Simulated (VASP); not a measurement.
## Mn: single point with LDA

The system is Mn.

```xyz
1
Lattice="2.2298 0.0000 0.0000 0.0000 2.2298 0.0000 0.0000 0.0000 2.2298" Properties=species:S:1:pos:R:3 pbc="T T T"
Mn    0.0000    0.0000    0.0000
```

- Program: VASP 6.6.1
- Task: single point
- Functional: LDA
- Potentials or basis: VASP PAW LDA potentials, release 64 (Mn_pv)
- Cutoff: 520 eV
- k mesh: 13 × 13 × 13
- Occupations: fermi-dirac, width 0.1 eV
- Spin: no spin polarisation

```json
{"Pressure": "0.8 GPa"}
```

Levels at points of the mesh, in eV from the Fermi level:
```csv
k point,band 3,band 4,band 5,band 6,band 7,band 8,band 9,band 10
"(0.00, 0.00, 0.00)",-47.23,-8.24,-4.00,-4.00,1.84,1.84,1.84,21.26
```

It took 5.8 s on 1 thread of AMD EPYC 9R45 96-Core Processor (Zen 5) (shared host), peak memory 0.09 GiB.

Caveat: the run has no spin polarisation, though such a crystal can be magnetic. Spin polarisation is off, so any magnetic state and its effect on volume and gap are missing.
